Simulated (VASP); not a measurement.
# BiOs3 (I4/mmm) in VASP: notebook, part 2 of 2

VASP 6.6.1. Earlier steps stand in the parts before.

**3. Single point, PBE**

This run uses another cell than the first one, of 17.75 Å³/atom.

The input, INCAR:

```
SYSTEM = BiOs3
  PREC = Accurate
  ENCUT = 520
  EDIFF = 1E-6
  ISMEAR = 0
  SIGMA = 0.1
  LREAL = .FALSE.
  LASPH = .TRUE.
  NELM = 100
  ALGO = Normal
  ISIF = 2
  LWAVE = .FALSE.
  LCHARG = .FALSE.
  GGA = PE
  NBANDS = 28
```

The input, KPOINTS:

```
regular mesh
0
G
  6 6 6
  0 0 0
```

The input, POSCAR:

```
BiOs3
1.0
   -1.9955085089      1.9955085089      4.4574995264
    1.9955085089     -1.9955085089      4.4574995264
    1.9955085089      1.9955085089     -4.4574995264
Bi Os
1 3
Direct
    0.0000000000      0.0000000000      0.0000000000
    0.5000000000      0.5000000000      0.0000000000
    0.2500000000      0.7500000000      0.5000000000
    0.7500000000      0.2500000000      0.5000000000
```

Potentials or basis: VASP PAW PBE potentials, release 64 (Bi_d, Os).

The run is started by

```console
$ cat potpaw_PBE.64/Bi_d/POTCAR potpaw_PBE.64/Os/POTCAR > POTCAR
$ mpirun -np 1 vasp_std > vasp.out
```

OUTCAR:

```text
SYSTEM = BiOs3
   PREC = Accurate
   ENCUT = 520
   EDIFF = 1E-6
   ISMEAR = 0
   LREAL = .FALSE.
   LASPH = .TRUE.
   NELM = 100
   ISIF = 2
   GGA = PE

 ion  position               nearest neighbor table
   1  0.000  0.000  0.000-   2 2.82   2 2.82   2 2.82   2 2.82   4 2.99   3 2.99   4 2.99   3 2.99
                             4 2.99   4 2.99   3 2.99   3 2.99
   2  0.500  0.500  0.000-   1 2.82   1 2.82   1 2.82   1 2.82   4 2.99   3 2.99   4 2.99   4 2.99
                             3 2.99   3 2.99   4 2.99   3 2.99
   3  0.250  0.750  0.500-   4 2.82   4 2.82   4 2.82   4 2.82   2 2.99   1 2.99   2 2.99   2 2.99
                             1 2.99   1 2.99   2 2.99   1 2.99
   4  0.750  0.250  0.500-   3 2.82   3 2.82   3 2.82   3 2.82   2 2.99   1 2.99   2 2.99   1 2.99
[... 949 lines left out ...]
  Total       -2.7817515     -2.7817515    -11.2516975      0.0000000      0.0000000      0.0000000
  in kB      -62.7726469    -62.7726469   -253.9043648      0.0000000      0.0000000      0.0000000
  external PRESSURE =    -126.4832195 kB  Pullay stress =       0.0000000 kB

 VOLUME and BASIS-vectors are now :
 -----------------------------------------------------------------------------
  energy-cutoff  :      520.00
  volume of cell :       71.00
      direct lattice vectors                 reciprocal lattice vectors
    -1.995508509  1.995508509  4.457499526     0.000000000  0.250562700  0.112170511
     1.995508509 -1.995508509  4.457499526     0.250562700  0.000000000  0.112170511
     1.995508509  1.995508509 -4.457499526     0.250562700  0.250562700  0.000000000

 POSITION                                       TOTAL-FORCE (eV/Angst)
 -----------------------------------------------------------------------------------
      0.00000      0.00000      0.00000         0.000000     -0.000000     -0.000000
      0.00000      0.00000      4.45750         0.000000     -0.000000     -0.000000
      1.99551      0.00000      2.22875        -0.000000     -0.000000     -0.000000
      0.00000      1.99551      2.22875        -0.000000      0.000000      0.000000
 -----------------------------------------------------------------------------------
    total drift:                               -0.000000     -0.000000      0.000000

  FREE ENERGIE OF THE ION-ELECTRON SYSTEM (eV)
  ---------------------------------------------------
  free  energy   TOTEN  =       -32.9940432500 eV

  energy  without entropy=      -32.9725120932  energy(sigma->0) =      -32.98327767
```

Wall time 39 s (1 thread of Intel Xeon 6975P-C (Granite Rapids), shared host); peak memory 0.26 GiB.

What came out:

- Free energy: -32.9940 eV
- Pressure: -12.6 GPa
- Band gap on the k mesh: zero (an odd number of electrons rules out a gap without spin polarisation)

Caveat: the stress differs along the axes, from -25 to -6 GPa; spin-orbit coupling is left out, which moves the levels of the heavy elements.

**4. Relaxation of cell and atoms, PBE**

This run uses another cell than the first one, of 17.75 Å³/atom.

The input, INCAR:

```
  PREC = Accurate
  ENCUT = 600
  EDIFF = 1E-6
  ISMEAR = 0
  SIGMA = 0.1
  LREAL = False
  LASPH = True
  NELM = 60
  ALGO = Normal
  ISIF = 3
  LWAVE = False
  LCHARG = False
  GGA = PE
  IBRION = 2
  NSW = 90
  EDIFFG = -0.04
```

The input, KPOINTS:

```
regular mesh
0
Gamma
  6 6 6
```

POSCAR is that of step 3.

The run is started by

```console
$ cat potpaw_PBE.64/Bi_d/POTCAR potpaw_PBE.64/Os/POTCAR > POTCAR
$ mpirun -np 1 vasp_std > vasp.out
```

Run time: 3.7 min. Hardware: 1 thread of Intel Xeon 6975P-C (Granite Rapids), shared host; peak memory 0.31 GiB.

The run converged. Its results:

```yaml
Free_energy: -33.6922 eV
Relaxed_volume: 16.52 Å³/atom
Relaxed_cell: a = 4.887 Å, b = 4.887 Å, c = 4.887 Å, α = 130.41°, β = 130.41°, γ = 72.75°
Space_group_after_relaxing_to_0.1_Å: I4/mmm (No. 139)
Energy_gained_by_relaxing: 174.1 meV/atom
Ionic_steps: 7
Pressure_after_relaxing: 0.0 GPa
Band_gap_on_the_k_mesh: zero (an odd number of electrons rules out a gap without spin polarisation)
```

The path:
| step | energy change (eV) | largest force (eV/Å) | pressure (GPa) | volume (Å³) |
| --- | --- | --- | --- | --- |
| 1 | 0.0000 | 0.0000 | -12.56 | 71.00 |
| 2 | 0.5096 | 0.0000 | 50.36 | 57.41 |
| 3 | -0.4312 | 0.0000 | 5.29 | 64.90 |
| 4 | -0.6875 | 0.0000 | 3.17 | 65.32 |
| 5 | -0.6890 | 0.0000 | 3.11 | 65.31 |
| 6 | -0.6573 | 0.0000 | -6.48 | 67.94 |
| 7 | -0.6965 | 0.0000 | -0.02 | 66.10 |

Final structure:
```xyz
4
Lattice="-2.0494 2.0494 3.9346 2.0494 -2.0494 3.9346 2.0494 2.0494 -3.9346" Properties=species:S:1:pos:R:3 pbc="T T T"
Bi    0.0000    0.0000    0.0000
Os    0.0000    0.0000    3.9345
Os    2.0494    0.0000    1.9673
Os    0.0000    2.0494    1.9673
```

Levels at points of the mesh, in eV from the Fermi level:
```csv
k point,band 16,band 17,band 18,band 19,band 20,band 21,band 22,band 23
"(0.00, 0.00, 0.00)",-0.80,-0.73,-0.57,0.24,0.24,0.78,0.79,2.27
"(0.50, 0.00, 0.00)",-1.94,-1.31,-1.07,-0.72,-0.66,0.65,1.07,1.46
"(0.50, 0.50, 0.00)",-1.87,-1.55,-1.24,-0.34,-0.27,-0.16,1.06,1.44
"(0.50, 0.50, 0.50)",-1.76,-0.57,-0.46,-0.46,0.69,1.34,1.34,1.62
```

Caveat: spin-orbit coupling is left out, which moves the levels of the heavy elements.

**5. Single point, PBE**

The input, INCAR:

```
  ALGO = Fast
  EDIFF = 1E-7
  ENCUT = 520
  GGA = PE
  ISIF = 2
  ISMEAR = 0
  LASPH = T
  LCHARG = F
  LREAL = F
  LWAVE = F
  NBANDS = 28
  NELM = 80
  PREC = Accurate
  SIGMA = 0.1
```

The input, KPOINTS:

```
k-points
0
Gamma
  16 16 16
```

The input, POSCAR:

```
BiOs3
1.0
   -2.0498010167      2.0498010167      3.9307014022
    2.0498010167     -2.0498010167      3.9307014022
    2.0498010167      2.0498010167     -3.9307014022
Bi Os
1 3
Direct
    0.0000000000      0.0000000000      0.0000000000
    0.5000000000      0.5000000000      0.0000000000
    0.2500000000      0.7500000000      0.5000000000
    0.7500000000      0.2500000000      0.5000000000
```

Potentials or basis: VASP PAW PBE potentials, release 64 (Bi_d, Os).

The run is started by

```console
$ cat potpaw_PBE.64/Bi_d/POTCAR potpaw_PBE.64/Os/POTCAR > POTCAR
$ mpirun -np 1 vasp_std > vasp.out
```

OUTCAR:

```text
EDIFF = 1E-7
   ENCUT = 520
   GGA = PE
   ISIF = 2
   ISMEAR = 0
   LASPH = T
   LREAL = F
   NELM = 80
   PREC = Accurate

 ion  position               nearest neighbor table
   1  0.000  0.000  0.000-   4 2.84   3 2.84   3 2.84   4 2.84   3 2.84   4 2.84   4 2.84   3 2.84
                             2 2.90   2 2.90   2 2.90   2 2.90
   2  0.500  0.500  0.000-   3 2.84   4 2.84   3 2.84   4 2.84   3 2.84   4 2.84   3 2.84   4 2.84
                             1 2.90   1 2.90   1 2.90   1 2.90
[... 945 lines left out ...]
 [... further k-points ...]
[... 5 lines left out ...]
  --------------------------------------------------------------------------------------
  -------------------------------------------------------------------------------------
  Total        0.0941347      0.0941347      0.0774866      0.0000000      0.0000000      0.0000000
  in kB        2.2830063      2.2830063      1.8792456      0.0000000      0.0000000      0.0000000
  external PRESSURE =       2.1484194 kB  Pullay stress =       0.0000000 kB

 VOLUME and BASIS-vectors are now :
 -----------------------------------------------------------------------------
  energy-cutoff  :      520.00
  volume of cell :       66.06
      direct lattice vectors                 reciprocal lattice vectors
    -2.049801017  2.049801017  3.930701402     0.000000000  0.243926116  0.127203761
     2.049801017 -2.049801017  3.930701402     0.243926116  0.000000000  0.127203761
     2.049801017  2.049801017 -3.930701402     0.243926116  0.243926116  0.000000000

 POSITION                                       TOTAL-FORCE (eV/Angst)
 -----------------------------------------------------------------------------------
      0.00000      0.00000      0.00000        -0.000000      0.000000     -0.000000
      0.00000      0.00000      3.93070        -0.000000      0.000000     -0.000000
      2.04980      0.00000      1.96535        -0.000000     -0.000000      0.000000
      0.00000      2.04980      1.96535         0.000000     -0.000000     -0.000000
 -----------------------------------------------------------------------------------
    total drift:                               -0.000000      0.000000      0.000000

  FREE ENERGIE OF THE ION-ELECTRON SYSTEM (eV)
  ---------------------------------------------------
  free  energy   TOTEN  =       -33.6697694994 eV

  energy  without entropy=      -33.6543920689  energy(sigma->0) =      -33.66208078
```

OSZICAR:

```text
N       E                     dE             d eps       ncg     rms          rms(c)
DAV:   1     0.394948613224E+03    0.39495E+03   -0.18130E+04 19564   0.155E+03
DAV:   2     0.814503210441E+01   -0.38680E+03   -0.37208E+03 19600   0.502E+02
DAV:   3    -0.329528794243E+02   -0.41098E+02   -0.38550E+02 22952   0.152E+02
DAV:   4    -0.350480747352E+02   -0.20952E+01   -0.20514E+01 22672   0.347E+01
DAV:   5    -0.351051422785E+02   -0.57068E-01   -0.56999E-01 26416   0.566E+00    0.210E+01
RMM:   6    -0.339019032625E+02    0.12032E+01   -0.15023E+00 22440   0.744E+00    0.859E+00
RMM:   7    -0.337414505322E+02    0.16045E+00   -0.14705E+00 22187   0.626E+00    0.280E+00
RMM:   8    -0.336833023991E+02    0.58148E-01   -0.21419E-01 26007   0.333E+00    0.213E+00
RMM:   9    -0.336712485660E+02    0.12054E-01   -0.51103E-02 28230   0.134E+00    0.980E-01
RMM:  10    -0.336698599713E+02    0.13886E-02   -0.10344E-02 29241   0.794E-01    0.425E-01
RMM:  11    -0.336697656917E+02    0.94280E-04   -0.18144E-03 29011   0.312E-01    0.190E-01
RMM:  12    -0.336697598158E+02    0.58759E-05   -0.42925E-04 27972   0.152E-01    0.465E-02
RMM:  13    -0.336697687955E+02   -0.89797E-05   -0.12194E-04 32184   0.719E-02    0.637E-03
RMM:  14    -0.336697700694E+02   -0.12739E-05   -0.20268E-05 32478   0.287E-02    0.609E-03
RMM:  15    -0.336697695437E+02    0.52576E-06   -0.22835E-06 29997   0.973E-03    0.230E-03
RMM:  16    -0.336697694994E+02    0.44255E-07   -0.42870E-07 17548   0.432E-03
   1 F= -.33669769E+02 E0= -.33662081E+02  d E =-.153774E-01
```

Wall time 5.7 min (1 thread of Intel Xeon 6975P-C (Granite Rapids), shared host); peak memory 0.66 GiB.

Results:

| Item | Value |
| --- | --- |
| Free energy | -33.6698 eV |
| Pressure | 0.2 GPa |
| Band gap on the k mesh | zero (an odd number of electrons rules out a gap without spin polarisation) |

Caveat: spin-orbit coupling is left out, which moves the levels of the heavy elements.

**6. The runs side by side**

| task | cell | k mesh | cutoff (eV) | gap on the mesh (eV) | pressure (GPa) |
| --- | --- | --- | --- | --- | --- |
| single point | a = 4.885 Å, angles 130.4, 130.4, 72.8°, 4 atoms | 6 × 6 × 6 | 520 | none | 0.2 |
| single point | a = 5.276 Å, angles 135.6, 135.6, 64.7°, 4 atoms | 6 × 6 × 6 | 520 | none | -12.6 |
| relaxation of cell and atoms | relaxed from a = 5.276 Å, angles 135.6, 135.6, 64.7°, 4 atoms | 6 × 6 × 6 | 600 | none | 0.0 |
| single point | a = 4.884 Å, angles 130.4, 130.4, 72.8°, 4 atoms | 16 × 16 × 16 | 520 | none | 0.2 |

Alike in all rows: level PBE; potentials or basis VASP PAW PBE potentials, release 64 (Bi_d, Os); no spin polarisation; smearing gaussian 0.1 eV.

Caveats: spin-orbit coupling is left out, which moves the levels of the heavy elements; the stress differs along the axes, from -25 to -6 GPa (at least some runs).

Total energies depend on the potentials used, so only differences within one code and one set of settings carry meaning.
